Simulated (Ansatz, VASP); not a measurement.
Two plane-wave programs on LiFeAs

```
CELL_PARAMETERS angstrom
3.76780 0.00000 0.00000
0.00000 3.76780 0.00000
0.00000 0.00000 6.31510
ATOMIC_POSITIONS crystal
As 0.50000 0.00000 0.23626
As 0.00000 0.50000 0.76374
Fe 0.00000 0.00000 0.00000
Fe 0.50000 0.50000 0.00000
Li 0.50000 0.00000 0.65500
Li 0.00000 0.50000 0.34500
```

Alike in both runs: task single point; functional LDA; k mesh 6 × 6 × 4; occupations fermi-dirac, width 0.05 eV; collinear spin; Hubbard terms Fe d U = 4.5 eV.

|  | VASP | Ansatz |
| --- | --- | --- |
| version | VASP 6.6.1 | Ansatz 0.2.0 |
| potentials or method | VASP PAW LDA potentials, release 64 (As, Fe, Li_sv), cutoff 520 eV | PAW, plane waves, scalar-relativistic |
| valence electrons in the cell | 32 | 68 |

|  | VASP | Ansatz | Ansatz less VASP |
| --- | --- | --- | --- |
| rms of the force components (eV/Å) | 0.432 | 0.477 | +0.0457 |
| net moment per atom (μB) | 1.06 | 1.04 | -0.014 |
| size of the moment on the site where the two differ most (μB) | 3.15 | 2.94 | -0.204 |

LDA's correlation is that of Perdew and Zunger in VASP and of Perdew and Wang (1992) in Ansatz. Site moments also hang on the region over which each program counts them. The programs project onto different local orbitals, so the same U acts differently, and such runs can settle in different states. Atom by atom the forces differ by 0.046 eV/Å (rms over components). VASP's potentials hold 32 valence electrons a cell and Ansatz's 68, so a difference there can come from the potentials and not from the codes. Ansatz's warnings: filled band counts differ across k points.

Noted on VASP's run: the cutoff is under 1.25 times that of the potentials, so the pressure is a little rough.
